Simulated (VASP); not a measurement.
# MgS (Imm2) in VASP: G0W0 quasiparticle levels with PBE

Aim: the G0W0 quasiparticle levels of MgS with PBE.

Program: VASP 6.6.1. These are calculated values, not measurements. Logs are shortened: lines on timing, memory, paths and dates and some standing lists are left out, and cuts for length are marked.

## (1) The cell of the first run

Symmetry: Imm2, No. 44, orthorhombic system. The conventional cell has a = 3.983 Å, b = 4.024 Å, c = 5.662 Å, α = 90.00°, β = 90.00°, γ = 90.00°. Mg (site symmetry mm2) has 4 S at 2.45 Å within 3.2 Å. S (site symmetry mm2) has 4 Mg at 2.45 Å within 3.2 Å.

## (2) G0W0 quasiparticle levels, PBE

POSCAR

```
MgS
1.0
   -0.0145790050      2.8308747665      2.8308747665
    2.8308747665     -0.0145790050      2.8308747665
    2.8162957614      2.8162957614      0.0000000000
Mg S
1 1
Direct
    0.0009471395      0.0009471395     -0.0009471395
    0.7490528605      0.7490528605      0.7509471395
```

INCAR.step1

```
  ALGO = Normal
  EDIFF = 1E-8
  ENCUT = 500
  GGA = PE
  ISMEAR = 0
  LASPH = True
  LCHARG = False
  LREAL = False
  LWAVE = True
  NELM = 100
  PREC = Accurate
  SIGMA = 0.01
```

INCAR.step2

```
  ALGO = Exact
  EDIFF = 1E-8
  ENCUT = 500
  GGA = PE
  ISMEAR = 0
  ISTART = 1
  LASPH = True
  LCHARG = False
  LOPTICS = True
  LREAL = False
  LWAVE = True
  NBANDS = 193
  NELM = 1
  PREC = Accurate
  SIGMA = 0.01
```

INCAR.step3

```
  ALGO = EVGW0
  EDIFF = 1E-8
  ENCUT = 500
  ENCUTGW = 150.0
  GGA = PE
  ISMEAR = 0
  ISTART = 1
  LASPH = True
  LCHARG = False
  LREAL = False
  LWAVE = False
  NBANDS = 193
  NBANDSGW = 12
  NELMGW = 1
  NOMEGA = 96
  OMEGAMAX = 20
  PREC = Accurate
  PRECFOCK = Fast
  SIGMA = 0.01
```

KPOINTS

```
k-points
0
Gamma
  4 4 4
```

Potentials or basis: VASP PAW PBE potentials, release 64 (Mg_GW, S_GW).

Run with:

```sh
> cat potpaw_PBE.64/Mg_GW/POTCAR potpaw_PBE.64/S_GW/POTCAR > POTCAR
> cp INCAR.step1 INCAR
> mpirun -np 1 vasp_std > vasp.out
> cp INCAR.step2 INCAR
> mpirun -np 1 vasp_std > vasp.out
> cp INCAR.step3 INCAR
> mpirun -np 1 vasp_std > vasp.out
```

OUTCAR:

```text
EDIFF = 1E-8
   ENCUT = 500
   ENCUTGW = 150.0
   GGA = PE
   ISMEAR = 0
   ISTART = 1
   LASPH = True
   LREAL = False
   NELMGW = 1
   PREC = Accurate
   PRECFOCK = Fast

 ion  position               nearest neighbor table
   1  0.001  0.001  0.999-   2 2.45   2 2.45   2 2.45   2 2.45
   2  0.749  0.749  0.751-   1 2.45   1 2.45   1 2.45   1 2.45

  LATTYP: Found a body centered orthorhombic cell.
 ALAT       =     3.9828436614
 B/A-ratio  =     1.0103533196
 C/A-ratio  =     1.4215344649

  Lattice vectors:

 A1 = (   0.0145790050,  -2.8308747665,  -2.8308747665)
 A2 = (  -0.0145790051,   2.8308747664,  -2.8308747665)
 A3 = (   2.8308747665,  -0.0145790050,   2.8308747665)

Analysis of symmetry for initial positions (statically):
=====================================================================
 Subroutine PRICEL returns:
 Original cell was already a primitive cell.

 Routine SETGRP: Setting up the symmetry group for a
 body centered orthorhombic supercell.

 Subroutine GETGRP returns: Found  4 space group operations
 (whereof  4 operations were pure point group operations)
 out of a pool of  8 trial point group operations.

The static configuration has the point symmetry C_2v.

Analysis of symmetry for dynamics (positions and initial velocities):
=====================================================================
 Subroutine PRICEL returns:
 Original cell was already a primitive cell.

 Routine SETGRP: Setting up the symmetry group for a
 body centered orthorhombic supercell.

 Subroutine GETGRP returns: Found  4 space group operations
 (whereof  4 operations were pure point group operations)
 out of a pool of  8 trial point group operations.

The dynamic configuration has the point symmetry C_2v.

 Subroutine INISYM returns: Found  4 space group operations
 (whereof  4 operations are pure point group operations),
 and found     1 'primitive' translations

----------------------------------------------------------------------------------------

                                     Primitive cell

  volume of cell :      45.3712

  direct lattice vectors                    reciprocal lattice vectors
    -0.014579005  2.830874767  2.830874767    -0.175718898  0.175718898  0.176623850
     2.830874767 -0.014579005  2.830874767     0.175718898 -0.175718898  0.176623850
     2.816295761  2.816295761  0.000000000     0.177538172  0.177538172 -0.176623850

  length of vectors
     4.003488034  4.003488034  3.982843661     0.304877428  0.304877428  0.306978157

  position of ions in fractional coordinates (direct lattice)
     0.000947139  0.000947139  0.999052861
     0.749052861  0.749052861  0.750947139

  ion indices of the primitive-cell ions
   primitive index   ion index
                 1           1
                 2           2

----------------------------------------------------------------------------------------

 KPOINTS: k-points

Automatic generation of k-mesh.
 Grid dimensions read from file:
 generate k-points for:    4    4    4

 Generating k-lattice:

  Cartesian coordinates                     Fractional coordinates (reciprocal lattice)
    -0.043929724  0.043929724  0.044155962     0.250000000 -0.000000000  0.000000000
     0.043929724 -0.043929724  0.044155962    -0.000000000  0.250000000  0.000000000
     0.044384543  0.044384543 -0.044155962    -0.000000000 -0.000000000  0.250000000

  Length of vectors
     0.076219357  0.076219357  0.076744539

  Shift w.r.t. Gamma in fractional coordinates (k-lattice)
     0.000000000  0.000000000  0.000000000

 Subroutine IBZKPT returns following result:
 ===========================================

 Found     18 irreducible k-points:

 Following reciprocal coordinates:
            Coordinates               Weight
  0.000000  0.000000  0.000000      1.000000
  0.250000  0.000000  0.000000      4.000000
  0.500000  0.000000  0.000000      2.000000
  0.250000  0.250000  0.000000      2.000000
  0.500000  0.250000  0.000000      4.000000
 -0.250000  0.250000  0.000000      2.000000
[... 10 lines left out ...]
  0.250000  0.250000  0.500000      2.000000
 -0.250000  0.250000  0.500000      2.000000
   k-points           NKPTS =     18   k-points in BZ     NKDIM =     64   number of bands    NBANDS=    193
   number of dos      NEDOS =    301   number of ions     NIONS =      2
   total plane-waves  NPLWV =  27000
   dimension x,y,z NGX =    30 NGY =   30 NGZ =   30
   dimension x,y,z NGXF=    60 NGYF=   60 NGZF=   60
   ions per type =               1   1
   NGX,Y,Z   is equivalent  to a cutoff of  12.46, 12.46, 12.52 a.u.
   NGXF,Y,Z  is equivalent  to a cutoff of  24.92, 24.92, 25.04 a.u.
 SYSTEM =  unknown system
   PREC   = accura    normal or accurate (medium, high low for compatibility)
   ISTART =      1    job   : 0-new  1-cont  2-samecut
   ICHARG =      0    charge: 1-file 2-atom 10-const
   ISPIN  =      1    spin polarized calculation?
   LNONCOLLINEAR =      F non collinear calculations
   LSORBIT =      F    spin-orbit coupling
   LASPH  =      T    aspherical Exc in radial PAW
   ENCUT  =  500.0 eV  36.75 Ry    6.06 a.u.   7.30  7.30  7.26*2*pi/ulx,y,z
   NELM   =     60;   NELMIN=  2; NELMDL=  0     # of ELM steps
   EDIFF  = 0.1E-07   stopping-criterion for ELM
   LREAL  =      F    real-space projection
   EDIFFG = 0.1E-06   stopping-criterion for IOM
   NSW    =      0    number of steps for IOM
   IBRION =     -1    ionic relax: 0-MD 1-quasi-New 2-CG
   NFREE  =      0    steps in history (QN), initial steepest desc. (CG)
   ISIF   =      0    stress and relaxation
   ISYM   =      3    0-nonsym 1-usesym 2-fastsym
   POTIM  = 0.5000    time-step for ionic-motion
   TEBEG  =    0.0;   TEEND  =   0.0 temperature during run
   PSTRESS=    0.0 pullay stress
   NELECT =       8.0000    total number of electrons
   NUPDOWN=      -1.0000    fix difference up-down
   EMIN   =  10.00;   EMAX   =-10.00  energy-range for DOS
   EFERMI =   0.00;   METHOD = LEGACY
   ISMEAR =     0;   SIGMA  =   0.01  broadening in eV -4-tet -1-fermi 0-gaus
   EFERMI_NEDOS =   21; number of points for ismear=-14 and -15
   IALGO  =     38    algorithm
   IMIX   =      4    mixing-type and parameters
     AMIX     =   0.40;   BMIX     =  1.00
     AMIX_MAG =   1.60;   BMIX_MAG =  1.00
  volume/ion in A,a.u.               =      22.69       153.09
  Fermi-wavevector in a.u.,A,eV,Ry     =   0.918004  1.734776 11.466061  0.842732
  Thomas-Fermi vector in A             =   2.043037
   LORBIT       =      0    0 simple, 1 ext, 2 COOP (PROOUT), +10 PAW based schemes
   GGA     = PE    functional components
   LHFCALC =     T    Hartree Fock is set to
   PRECFOCK=fast      Normal, Fast or Accurate (Low or Medium for compatibility)
   ENCUT4O =  -1.0   cutoff for four orbital integrals eV
   NKREDX  =     1    reduce k-point grid by
   NKREDY  =     1    reduce k-point grid by
   NKREDZ  =     1    reduce k-point grid by
   AEXX    =    1.0000 exact exchange contribution
   HFSCREEN=    0.0000 screening length (either q_TF or 0.3 A-1)
   HFSCREENC=   0.0000 screening length for correlation (either q_TF or 0.3 A-1)
   ENCUTFOCK=  -1.0 apply spherical cutoff to Coloumb kernel
   IVDW    =     0    specifies the selected vdW correction
   LEPSILON=     F    determine dielectric tensor
   LRPA    =     F    only Hartree local field effects (RPA)
   LRPAFORCE           =     F    calculate RPA forces
   ENCUTGW             = 150.0    cutoff for response function in eV
   ENCUTGWSOFT         = 120.0    soft cutoff for Coulomb kernel in GW response function in eV
   ENCUTLF             =  -1.0    cutoff for local field effects
   NELMGW              =     1    number of iterations in solving QP/BSE equation
   NELMHF              =     1    number of iterations in the inner HF iteration
   NKREDLFX            =     1    NKREDLFY  =   1   NKREDLFZ  =   1
 non-spin polarized calculation
 Gauss-broadening in eV      SIGMA  =   0.01
  energy-cutoff  :      500.00
  volume of cell :       45.37
 maximum number of plane-waves:      1166
 NGX is ok and might be reduce to    30
  NGX = 16; NGY = 16; NGZ = 16
   NGX = 15   NGY = 15   NGZ = 15
 maximum number of plane-waves:       200

 QP shifts <psi_nk| G(iteration)W_0 |psi_nk>: iteration 1
 for sc-GW calculations column KS-energies equals QP-energies in previous step
 and V_xc(KS)=  KS-energies - (<T + V_ion + V_H > + <T+V_H+V_ion>^1  + <V_x>^1)

 k-point   1 :       0.0000    0.0000    0.0000
  band No.  KS-energies  QP-energies   sigma(KS)   V_xc(KS)     V^pw_x(r,r')   Z            occupation Imag(sigma)

      1     -10.1833     -11.0940     -14.1089     -12.8414     -20.9013       0.7184       2.0000       1.3539
      2       1.0571      -0.1688     -14.5127     -12.9055     -16.1722       0.7628       2.0000       0.0321
      3       1.0861      -0.1394     -14.5278     -12.9218     -16.1862       0.7631       2.0000       0.0317
      4       1.1165      -0.1094     -14.5433     -12.9385     -16.2007       0.7639       2.0000       0.0313
      5       4.5375       4.9766      -7.7557      -8.3026      -4.3180       0.8031       0.0000      -0.0559
      6       8.9347       9.7118      -7.7949      -8.7852      -3.8216       0.7848       0.0000      -0.0741
      7       9.0025       9.7836      -7.8075      -8.8032      -3.8224       0.7845       0.0000      -0.0747
      8       9.0686       9.8539      -7.8183      -8.8194      -3.8218       0.7844       0.0000      -0.0753
      9      11.8478      12.6902      -8.4046      -9.4988      -3.9341       0.7700       0.0000      -0.1248
     10      11.8478      12.6902      -8.4046      -9.4988      -3.9341       0.7700       0.0000      -0.1248
     11      14.7990      15.0646      -6.3286      -6.6806      -1.4244       0.7543       0.0000      -0.3144
     12      14.9989      15.1736      -6.6336      -6.8640      -1.5673       0.7582       0.0000      -0.4543

 k-point   2 :       0.2500    0.0000    0.0000
  band No.  KS-energies  QP-energies   sigma(KS)   V_xc(KS)     V^pw_x(r,r')   Z            occupation Imag(sigma)
[... 257 lines left out ...]
      1      -9.2724     -10.0125     -14.7984     -13.7019     -21.3944       0.6750       2.0000       1.0301
      2      -1.2122      -2.5541     -12.9199     -11.1068     -15.1636       0.7401       2.0000       0.0597
      3      -0.7442      -2.1304     -13.1165     -11.2622     -15.2078       0.7476       2.0000       0.0507
      4      -0.2379      -1.5664     -13.1998     -11.4385     -15.0988       0.7542       2.0000       0.0418
      5       6.6109       7.0229      -7.6873      -8.2066      -4.1220       0.7934       0.0000      -0.0634
      6       8.9768       9.8933      -8.9106     -10.0978      -4.7973       0.7720       0.0000      -0.0801
      7       9.2651       9.8468      -8.0457      -8.7871      -4.1044       0.7846       0.0000      -0.0757
      8       9.6053      10.1890      -7.3410      -8.0960      -3.0918       0.7732       0.0000      -0.0936
      9      13.6783      14.2213      -8.1500      -8.8987      -2.8325       0.7252       0.0000      -0.3009
     10      14.7515      15.7362      -9.8870     -11.2202      -4.5523       0.7386       0.0000      -0.2960
     11      14.8555      15.2477      -8.1728      -8.7032      -2.8840       0.7396       0.0000      -0.3840
     12      16.0631      16.8877      -9.2826     -10.3700      -3.8002       0.7583       0.0000      -0.4811
```

Wall time 2.8 min (1 thread of Intel Xeon 6975P-C (Granite Rapids), shared host); peak memory 0.69 GiB.

What came out:

```
Quasiparticle gap                                   : 5.09 eV
Least direct quasiparticle gap                      : 5.09 eV
Band gap of the starting levels on the mesh         : 3.42 eV
Least direct gap of the starting levels on the mesh : 3.42 eV
```

Caveat: the k points lie up to 0.48 Å⁻¹ apart; bands, screening cutoff and mesh are small and nothing is extrapolated, so the quasiparticle values aren't converged.
